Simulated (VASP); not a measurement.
Write the native input for VASP 6.6.1 that does the following.

```yaml
Task: relaxation of volume and atoms at fixed shape
Functional: LDA
Potentials_or_basis: VASP PAW LDA potentials, release 64 (Ir_sv_GW, Rh_sv_GW)
Cutoff: 620 eV
k_mesh: 11 × 11 × 11
Occupations: fermi-dirac, width 0.1 eV
Spin: no spin polarisation
Dipole_correction: no
Further_INCAR_settings: ALGO = Normal; EDIFF = 1e-07; IBRION = 2; EDIFFG = -0.03; NSW = 80; ISIF = 8
```

The structure of Ir3Rh lies in POSCAR:

```
Ir3Rh
1.0
    3.8403400000      0.0000000000      0.0000000000
    0.0000000000      3.8403400000      0.0000000000
    0.0000000000      0.0000000000      3.8403400000
Ir Rh
3 1
Direct
    0.5000000000      0.0000000000      0.5000000000
    0.0000000000      0.5000000000      0.5000000000
    0.5000000000      0.5000000000      0.0000000000
    0.0000000000      0.0000000000      0.0000000000
```

These files were run (other wordings do the same):

INCAR

```
SYSTEM = Ir3Rh
PREC = Accurate
ENCUT = 620
EDIFF = 1E-7
ISMEAR = -1
SIGMA = 0.1
LREAL = .False.
LASPH = .True.
NELM = 120
ALGO = Normal
ISIF = 8
LWAVE = .False.
LCHARG = .False.
IBRION = 2
NSW = 80
EDIFFG = -0.03
GGA_COMPAT = .False.
NELMIN = 4
```

KPOINTS

```
Automatic mesh
0
Gamma
  11 11 11
  0 0 0
```

Potentials or basis: VASP PAW LDA potentials, release 64 (Ir_sv_GW, Rh_sv_GW).

Launch:

```sh
$ cat potpaw_LDA.64/Ir_sv_GW/POTCAR potpaw_LDA.64/Rh_sv_GW/POTCAR > POTCAR
$ mpirun -np 1 vasp_std > vasp.out
```

It gave:

* Relaxed volume: 13.72 Å³/atom
* Relaxed cell: a = 3.800 Å, b = 3.800 Å, c = 3.800 Å, α = 90.00°, β = 90.00°, γ = 90.00°
* Space group after relaxing (to 0.1 Å): Pm-3m (No. 221)
* Energy gained by relaxing: 16.0 meV/atom
* Ionic steps: 4
* Pressure after relaxing: -0.1 GPa
* Band gap on the k mesh: zero (bands 34 and 35 overlap by 2.29 eV)

Caveat: spin-orbit coupling is left out, which moves the levels of the heavy elements.

Wall time 6.1 min on 1 thread of AMD EPYC 9R14 (Zen 4), on a shared host, peak memory 0.26 GiB.
